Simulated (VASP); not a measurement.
Write the native input for VASP 6.6.1 that does the following.

```yaml
Task: single point
Functional: LDA
Potentials_or_basis: VASP PAW LDA potentials, release 64 (Si)
Cutoff: 520 eV
k_mesh: 12 × 12 × 6
Occupations: gaussian, width 0.03 eV
Spin: no spin polarisation
Dipole_correction: no
Further_INCAR_settings: ALGO = Normal; EDIFF = 1e-07; NBANDS = 16
```

The structure of Si lies in POSCAR:

```
Si
1.0
    3.8313174605      0.0000000000      0.0000000000
   -1.9156587303      3.3180182508      0.0000000000
    0.0000000000      0.0000000000      6.3326220002
Si
4
Direct
    0.2429179175      0.4858358349      0.0630095000
    0.6666666667      0.3333333333      0.5630095000
    0.3333333333      0.6666666667      0.4369905000
    0.6666666667      0.3333333333      0.9369905000
```

This cell differs from its parent crystal: atom 1 (Si) moved by (-0.600, +0.000) A along y and z.

The input as run:

INCAR

```
SYSTEM = Si
PREC     = Accurate       ! precision mode
ENCUT    = 520            ! plane-wave cutoff, eV
EDIFF    = 1E-7           ! SCF threshold, eV
ISMEAR   = 0              ! smearing method
SIGMA    = 0.03           ! smearing width, eV
LREAL    = .False.        ! projectors in reciprocal space
LASPH    = .True.         ! aspherical terms in the spheres
NELM     = 80             ! most SCF steps
ALGO     = Normal         ! electronic algorithm
ISIF     = 2              ! what is computed and relaxed
LWAVE    = .False.        ! write WAVECAR
LCHARG   = .False.        ! write CHGCAR
GGA      = CA             ! functional
NBANDS   = 16             ! bands
```

KPOINTS

```
Automatic mesh
0
Gamma
  12 12 6
  0 0 0
```

Potentials or basis: VASP PAW LDA potentials, release 64 (Si).

The run is started by

```sh
$ cat potpaw_LDA.64/Si/POTCAR > POTCAR
$ mpirun -np 1 vasp_std > vasp.out
```

Results of the run:

The pressure is 1.2 GPa and the largest force is 3.633 eV/Å. The band gap on the k mesh is zero (band 8 reaches 6.94 eV, above the bottom of band 9 at 5.74 eV).

Caveat: the cell differs from its parent crystal (atom 1 (Si) moved by (-0.600, +0.000) A along y and z); forces of over 1 eV/Å act on the atoms, so gaps and moduli don't describe the material at rest.

It took 5.8 min on 1 thread of AMD EPYC 7R13 (shared host), peak memory 0.29 GiB.
